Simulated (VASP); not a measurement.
# SnO2 (Amm2) in VASP: notebook

SnO2 is run at these levels: PBE; tasks: single point.

All numbers are computed with VASP 6.6.1; they aren't measurements. Logs are shortened: lines on timing, memory, paths and dates and some standing lists are left out, and cuts for length are marked.

## (1) The cell of the first run

It takes space group Amm2 (No. 38, orthorhombic). The conventional cell has a = 3.238 Å, b = 6.827 Å, c = 6.827 Å, α = 90.00°, β = 90.00°, γ = 90.00°. Sn (site symmetry mm2) has 6 O at 1.78 to 2.41 Å within 2.5 Å. Within 2.5 Å of Sn (site symmetry mm2) lie 6 O at 1.91 to 2.30 Å. O (site symmetry mm2) has 3 Sn at 1.91 to 2.41 Å within 2.5 Å. O (site symmetry m) has 3 Sn at 2.11 to 2.12 Å and 1 O at 2.64 Å within 2.8 Å. O (site symmetry mm2) has 3 Sn at 1.78 to 2.30 Å within 2.4 Å.

## (2) Single point, PBE

Input file INCAR:

```
SYSTEM = SnO2
PREC = Accurate
ENCUT = 520
EDIFF = 1E-7
ISMEAR = 0
SIGMA = 0.05
LREAL = .False.
LASPH = .True.
NELM = 100
ALGO = Normal
ISIF = 2
LWAVE = .False.
LCHARG = .False.
GGA = PE
NBANDS = 35
```

Input file KPOINTS:

```
regular mesh
0
Gamma
  6 6 8
  0 0 0
```

Input file POSCAR:

```
SnO2
1.0
    4.8277049966      0.0000000000      0.0000000000
    0.0000000000      4.8277049966      0.0000000000
    0.0000000000      0.0000000000      3.2379909407
Sn O
2 4
Direct
    0.0000000000      0.0000000000      0.0000000000
    0.5000000000      0.5000000000      0.5000000000
    0.3523764976      0.3523764976      0.0000000000
    0.2391663242      0.8523764976      0.5000000000
    0.7391663242      0.7391663242      0.0000000000
    0.8523764976      0.2391663242      0.5000000000
```

Potentials or basis: VASP PAW PBE potentials, release 64 (Sn_d, O).

Run with:

```
$ cat potpaw_PBE.64/Sn_d/POTCAR potpaw_PBE.64/O/POTCAR > POTCAR
$ mpirun -np 1 vasp_std > vasp.out
```

OUTCAR:

```text
SYSTEM = SnO2
   PREC = Accurate
   ENCUT = 520
   EDIFF = 1E-7
   ISMEAR = 0
   LREAL = .False.
   LASPH = .True.
   NELM = 100
   ISIF = 2
   GGA = PE

 ion  position               nearest neighbor table
   1  0.000  0.000  0.000-   5 1.78   4 2.11   6 2.11   4 2.11   6 2.11   3 2.41
   2  0.500  0.500  0.500-   3 1.91   3 1.91   6 2.12   4 2.12   5 2.30   5 2.30
   3  0.352  0.352  0.000-   2 1.91   2 1.91   1 2.41
   4  0.239  0.852  0.500-   1 2.11   1 2.11   2 2.12
   5  0.739  0.739  0.000-   1 1.78   2 2.30   2 2.30
   6  0.852  0.239  0.500-   1 2.11   1 2.11   2 2.12

  LATTYP: Found a simple tetragonal cell.
 ALAT       =     4.8277049966
 C/A-ratio  =     0.6707101911

  Lattice vectors:

 A1 = (   4.8277049966,   0.0000000000,   0.0000000000)
 A2 = (   0.0000000000,   4.8277049966,   0.0000000000)
 A3 = (   0.0000000000,   0.0000000000,   3.2379909407)

Analysis of symmetry for initial positions (statically):
=====================================================================
 Subroutine PRICEL returns:
 Original cell was already a primitive cell.

 Routine SETGRP: Setting up the symmetry group for a
 simple tetragonal supercell.

 Subroutine GETGRP returns: Found  4 space group operations
 (whereof  4 operations were pure point group operations)
 out of a pool of 16 trial point group operations.

The static configuration has the point symmetry C_2v.

Analysis of symmetry for dynamics (positions and initial velocities):
=====================================================================
 Subroutine PRICEL returns:
 Original cell was already a primitive cell.

 Routine SETGRP: Setting up the symmetry group for a
 simple tetragonal supercell.

 Subroutine GETGRP returns: Found  4 space group operations
 (whereof  4 operations were pure point group operations)
 out of a pool of 16 trial point group operations.

The dynamic configuration has the point symmetry C_2v.

 Subroutine INISYM returns: Found  4 space group operations
 (whereof  4 operations are pure point group operations),
 and found     1 'primitive' translations

----------------------------------------------------------------------------------------

                                     Primitive cell

  volume of cell :      75.4670

  direct lattice vectors                    reciprocal lattice vectors
     4.827704997  0.000000000  0.000000000     0.207137760  0.000000000  0.000000000
     0.000000000  4.827704997  0.000000000     0.000000000  0.207137760  0.000000000
     0.000000000  0.000000000  3.237990941     0.000000000  0.000000000  0.308833477

  length of vectors
     4.827704997  4.827704997  3.237990941     0.207137760  0.207137760  0.308833477

  position of ions in fractional coordinates (direct lattice)
     0.000000000  0.000000000  0.000000000
     0.500000000  0.500000000  0.500000000
     0.352376498  0.352376498  0.000000000
     0.239166324  0.852376498  0.500000000
     0.739166324  0.739166324  0.000000000
     0.852376498  0.239166324  0.500000000

  ion indices of the primitive-cell ions
   primitive index   ion index
                 1           1
                 2           2
                 3           3
                 4           4
                 5           5
                 6           6

----------------------------------------------------------------------------------------

 KPOINTS: regular mesh

Automatic generation of k-mesh.
 Grid dimensions read from file:
 generate k-points for:    6    6    8

 Generating k-lattice:

  Cartesian coordinates                     Fractional coordinates (reciprocal lattice)
     0.034522960  0.000000000  0.000000000     0.166666667  0.000000000  0.000000000
     0.000000000  0.034522960  0.000000000     0.000000000  0.166666667  0.000000000
     0.000000000  0.000000000  0.038604185     0.000000000  0.000000000  0.125000000

  Length of vectors
     0.034522960  0.034522960  0.038604185

  Shift w.r.t. Gamma in fractional coordinates (k-lattice)
     0.000000000  0.000000000  0.000000000

 Subroutine IBZKPT returns following result:
 ===========================================

 Found     65 irreducible k-points:

 Following reciprocal coordinates:
            Coordinates               Weight
  0.000000  0.000000  0.000000      1.000000
  0.166667  0.000000  0.000000      4.000000
  0.333333  0.000000  0.000000      4.000000
  0.500000  0.000000  0.000000      2.000000
  0.166667  0.166667  0.000000      2.000000
 -0.166667  0.166667  0.000000      2.000000
[... 16 lines left out ...]
  0.333333  0.333333  0.125000      4.000000
 -0.333333  0.333333  0.125000      4.000000
 [... further k-points ...]
   k-points           NKPTS =     65   k-points in BZ     NKDIM =     65   number of bands    NBANDS=     35
   number of dos      NEDOS =    301   number of ions     NIONS =      6
   total plane-waves  NPLWV =  31104
   dimension x,y,z NGX =    36 NGY =   36 NGZ =   24
   dimension x,y,z NGXF=    72 NGYF=   72 NGZF=   48
   ions per type =               2   4
   NGX,Y,Z   is equivalent  to a cutoff of  12.40, 12.40, 12.32 a.u.
   NGXF,Y,Z  is equivalent  to a cutoff of  24.79, 24.79, 24.64 a.u.
 SYSTEM =  SnO2
   PREC   = accura    normal or accurate (medium, high low for compatibility)
   ISTART =      0    job   : 0-new  1-cont  2-samecut
   ICHARG =      2    charge: 1-file 2-atom 10-const
   ISPIN  =      1    spin polarized calculation?
   LNONCOLLINEAR =      F non collinear calculations
   LSORBIT =      F    spin-orbit coupling
   LASPH  =      T    aspherical Exc in radial PAW
   ENCUT  =  520.0 eV  38.22 Ry    6.18 a.u.   8.98  8.98  6.02*2*pi/ulx,y,z
   NELM   =    100;   NELMIN=  2; NELMDL= -5     # of ELM steps
   EDIFF  = 0.1E-06   stopping-criterion for ELM
   LREAL  =      F    real-space projection
   EDIFFG = 0.1E-05   stopping-criterion for IOM
   NSW    =      0    number of steps for IOM
   IBRION =     -1    ionic relax: 0-MD 1-quasi-New 2-CG
   NFREE  =      0    steps in history (QN), initial steepest desc. (CG)
   ISIF   =      2    stress and relaxation
   ISYM   =      2    0-nonsym 1-usesym 2-fastsym
   POTIM  = 0.5000    time-step for ionic-motion
   TEBEG  =    0.0;   TEEND  =   0.0 temperature during run
   PSTRESS=    0.0 pullay stress
   NELECT =      52.0000    total number of electrons
   NUPDOWN=      -1.0000    fix difference up-down
   EMIN   =  10.00;   EMAX   =-10.00  energy-range for DOS
   EFERMI =   0.00;   METHOD = LEGACY
   ISMEAR =     0;   SIGMA  =   0.05  broadening in eV -4-tet -1-fermi 0-gaus
   EFERMI_NEDOS =   21; number of points for ismear=-14 and -15
   IALGO  =     38    algorithm
   IMIX   =      4    mixing-type and parameters
     AMIX     =   0.40;   BMIX     =  1.00
     AMIX_MAG =   1.60;   BMIX_MAG =  1.00
  volume/ion in A,a.u.               =      12.58        84.88
  Fermi-wavevector in a.u.,A,eV,Ry     =   1.445962  2.732472 28.447149  2.090806
  Thomas-Fermi vector in A             =   2.564085
   LORBIT       =      0    0 simple, 1 ext, 2 COOP (PROOUT), +10 PAW based schemes
   GGA     = PE    functional components
   LHFCALC =     F    Hartree Fock is set to
   AEXX    =    0.0000 exact exchange contribution
   IVDW    =     0    specifies the selected vdW correction
   LEPSILON=     F    determine dielectric tensor
   LRPA    =     F    only Hartree local field effects (RPA)
 non-spin polarized calculation
 Gauss-broadening in eV      SIGMA  =   0.05
  energy-cutoff  :      520.00
  volume of cell :       75.47
 maximum number of plane-waves:      2068
   NGX = 17   NGY = 17   NGZ = 13

 number of electron      52.0000022 magnetization

 Free energy of the ion-electron system (eV)
  ---------------------------------------------------
  ext. energy  EPLUGINS =         0.00000000
  ---------------------------------------------------
  free energy    TOTEN  =       -35.87187448 eV

  energy without entropy =      -35.87187448  energy(sigma->0) =      -35.87187448

 E-fermi :   5.6726     XC(G=0): -10.9634

 val. band max:        5.4569937703   @ k =   0.0000   0.0000   0.0000
 cond. band min:       6.2632836551   @ k =   0.0000   0.0000   0.0000
 fundamental gap:      0.8062898847
 Fermi energy:         5.6726441726

 k-point     1 :       0.0000    0.0000    0.0000
  band No.  band energies     occupation
      1     -15.8418      2.00000
      2     -15.3452      2.00000
      3     -14.8622      2.00000
      4     -14.7698      2.00000
      5     -14.6776      2.00000
      6     -14.5408      2.00000
[... 27 lines left out ...]
     34      17.3278      0.00000
     35      17.7309      0.00000

 k-point     2 :       0.1667    0.0000    0.0000
  band No.  band energies     occupation
      1     -15.8175      2.00000
      2     -15.3733      2.00000
      3     -14.8618      2.00000
      4     -14.7866      2.00000
      5     -14.6742      2.00000
      6     -14.5382      2.00000
[... 27 lines left out ...]
     34      17.4421      0.00000
     35      17.6983      0.00000

 k-point     3 :       0.3333    0.0000    0.0000
  band No.  band energies     occupation
      1     -15.7541      2.00000
      2     -15.4465      2.00000
      3     -14.8610      2.00000
      4     -14.8154      2.00000
      5     -14.6688      2.00000
      6     -14.5335      2.00000
[... 27 lines left out ...]
     34      17.5681      0.00000
     35      17.8368      0.00000

 k-point     4 :       0.5000    0.0000    0.0000
  band No.  band energies     occupation
      1     -15.7052      2.00000
      2     -15.5011      2.00000
      3     -14.8605      2.00000
      4     -14.8277      2.00000
      5     -14.6663      2.00000
      6     -14.5312      2.00000
[... 27 lines left out ...]
     34      17.5681      0.00000
     35      17.8569      0.00000

 k-point     5 :       0.1667    0.1667    0.0000
  band No.  band energies     occupation
      1     -15.7776      2.00000
      2     -15.4255      2.00000
      3     -14.8608      2.00000
      4     -14.7991      2.00000
      5     -14.6727      2.00000
      6     -14.5344      2.00000
[... 638 lines left out ...]
 k-point    22 :       0.5000    0.1667    0.1250
  band No.  band energies     occupation
      1     -15.6839      2.00000
      2     -15.4875      2.00000
      3     -14.9308      2.00000
      4     -14.8058      2.00000
      5     -14.6648      2.00000
      6     -14.5499      2.00000
[... 27 lines left out ...]
     34      17.4936      0.00000
     35      17.9488      0.00000

 k-point    23 :       0.3333    0.3333    0.1250
  band No.  band energies     occupation
      1     -15.6796      2.00000
      2     -15.5068      2.00000
      3     -14.9325      2.00000
      4     -14.7964      2.00000
      5     -14.6716      2.00000
      6     -14.5685      2.00000
[... 27 lines left out ...]
     34      17.4689      0.00000
     35      17.7736      0.00000

 k-point    24 :      -0.3333    0.3333    0.1250
  band No.  band energies     occupation
      1     -15.7321      2.00000
      2     -15.4411      2.00000
      3     -14.9508      2.00000
      4     -14.8080      2.00000
      5     -14.6637      2.00000
      6     -14.5526      2.00000
[... 27 lines left out ...]
     34      17.5965      0.00000
     35      17.9156      0.00000

 [... further k-points ...]

------------------------ aborting loop because EDIFF is reached ----------------------------------------

  FORCE on cell =-STRESS in cart. coord.  units (eV):
  Direction    XX          YY          ZZ          XY          YZ          ZX
  --------------------------------------------------------------------------------------
  -------------------------------------------------------------------------------------
  Total        4.9264461      4.9264461      4.7449258      6.2917235      0.0000000      0.0000000
  in kB      104.5892972    104.5892972    100.7355892    133.5743706      0.0000000      0.0000000
  external PRESSURE =     103.3047279 kB  Pullay stress =       0.0000000 kB

 VOLUME and BASIS-vectors are now :
 -----------------------------------------------------------------------------
  energy-cutoff  :      520.00
  volume of cell :       75.47
      direct lattice vectors                 reciprocal lattice vectors
     4.827704997  0.000000000  0.000000000     0.207137760  0.000000000  0.000000000
     0.000000000  4.827704997  0.000000000     0.000000000  0.207137760  0.000000000
     0.000000000  0.000000000  3.237990941     0.000000000  0.000000000  0.308833477

 POSITION                                       TOTAL-FORCE (eV/Angst)
 -----------------------------------------------------------------------------------
      0.00000      0.00000      0.00000         4.471855      4.471855      0.000000
      2.41385      2.41385      1.61900         3.030385      3.030385      0.000000
      1.70117      1.70117      0.00000        -2.356264     -2.356264      0.000000
      1.15462      4.11502      1.61900         0.042280     -0.136456      0.000000
      3.56848      3.56848      0.00000        -5.051800     -5.051800      0.000000
      4.11502      1.15462      1.61900        -0.136456      0.042280      0.000000
 -----------------------------------------------------------------------------------
    total drift:                                0.000844      0.000844      0.000009

  FREE ENERGIE OF THE ION-ELECTRON SYSTEM (eV)
  ---------------------------------------------------
  free  energy   TOTEN  =       -35.8718744819 eV

  energy  without entropy=      -35.8718744819  energy(sigma->0) =      -35.87187448
```

Wall time 95 s (1 thread of Intel Xeon Platinum 8375C at 2.90GHz (Ice Lake), shared host); peak memory 0.26 GiB.

Results:

* Free energy: -35.8719 eV
* Pressure: 10.3 GPa
* Largest force: 7.144 eV/Å
* Band gap on the k mesh: 0.81 eV

Forces in eV/Å, atoms in the order of the input:
```
Sn   4.472  4.472  0.000
Sn   3.030  3.030  0.000
O   -2.356 -2.356  0.000
O    0.042 -0.136  0.000
O   -5.052 -5.052  0.000
O   -0.136  0.042  0.000
```

Caveat: the cell differs from its parent crystal (all O atoms moved +0.312 Å, as atom 3 towards its neighbour atom 5 (O) at 2.641 Å); the cell stands under pressure; spin-orbit coupling is left out, which moves the levels of the heavy elements; forces of over 1 eV/Å act on the atoms, so gaps and moduli don't describe the material at rest.

## (3) Single point, PBE

Input file INCAR:

```
PREC = Accurate
ENCUT = 520
EDIFF = 1E-7
ISMEAR = 0
SIGMA = 0.05
LREAL = F
LASPH = T
NELM = 100
ALGO = Normal
ISIF = 2
LWAVE = F
LCHARG = F
GGA = PE
NBANDS = 35
```

Input file KPOINTS:

```
regular mesh
0
Gamma
  6 6 8
```

Input file POSCAR:

```
SnO2
1.0
    4.8277049966      0.0000000000      0.0000000000
    0.0000000000      4.8277049966      0.0000000000
    0.0000000000      0.0000000000      3.2379909407
Sn O
2 4
Direct
    0.0000000000      0.0000000000      0.0000000000
    0.5000000000      0.5000000000      0.5000000000
    0.3340679332      0.3340679332      0.0000000000
    0.2208577598      0.8340679332      0.5000000000
    0.7208577598      0.7208577598      0.0000000000
    0.8340679332      0.2208577598      0.5000000000
```

Potentials or basis: VASP PAW PBE potentials, release 64 (Sn_d, O).

Run with:

```
$ cat potpaw_PBE.64/Sn_d/POTCAR potpaw_PBE.64/O/POTCAR > POTCAR
$ mpirun -np 1 vasp_std > vasp.out
```

Wall time 97 s (1 thread of Intel Xeon Platinum 8375C at 2.90GHz (Ice Lake), shared host); peak memory 0.27 GiB.

It converged, with:

| Item | Value |
| --- | --- |
| Free energy | -36.8426 eV |
| Pressure | 4.0 GPa |
| Largest force | 3.194 eV/Å |
| Band gap on the k mesh | 0.71 eV |

Forces on the atoms (eV/Å):
```
Sn   1.884  1.884  0.000
Sn   1.858  1.858  0.000
O   -1.467 -1.467  0.000
O    0.033 -0.050  0.000
O   -2.259 -2.259  0.000
O   -0.050  0.033  0.000
```

Stress tensor (GPa, compression positive):
```
3.90 4.72 0.00
4.72 3.90 0.00
0.00 0.00 4.10
```

Levels at points of the mesh, in eV from the valence-band top:
```tsv
k point	band 22	band 23	band 24	band 25	band 26	band 27	band 28	band 29	band 30	band 31
(0.00, 0.00, 0.00)	-1.20	-1.07	-0.76	-0.66	0.00	0.71	5.43	6.16	6.28	9.88
(0.50, 0.00, 0.00)	-1.85	-1.25	-1.01	-0.70	-0.48	3.84	3.91	6.74	6.89	10.40
(0.50, 0.50, 0.00)	-1.79	-1.27	-1.23	-0.90	-0.85	4.18	4.28	7.16	7.21	10.51
(0.00, 0.00, 0.50)	-2.52	-1.67	-1.46	-1.14	-1.14	5.50	5.59	9.19	9.26	10.23
(0.50, 0.00, 0.50)	-1.67	-1.06	-0.98	-0.74	-0.71	5.72	5.77	7.62	7.91	10.33
(0.50, 0.50, 0.50)	-2.27	-1.13	-0.90	-0.72	-0.62	4.25	4.43	8.51	8.73	10.25
```

Caveat: the cell differs from its parent crystal (all O atoms moved +0.188 Å, as atom 3 towards its neighbour atom 5 (O) at 2.641 Å); the cell stands under pressure; spin-orbit coupling is left out, which moves the levels of the heavy elements; forces of over 1 eV/Å act on the atoms, so gaps and moduli don't describe the material at rest.
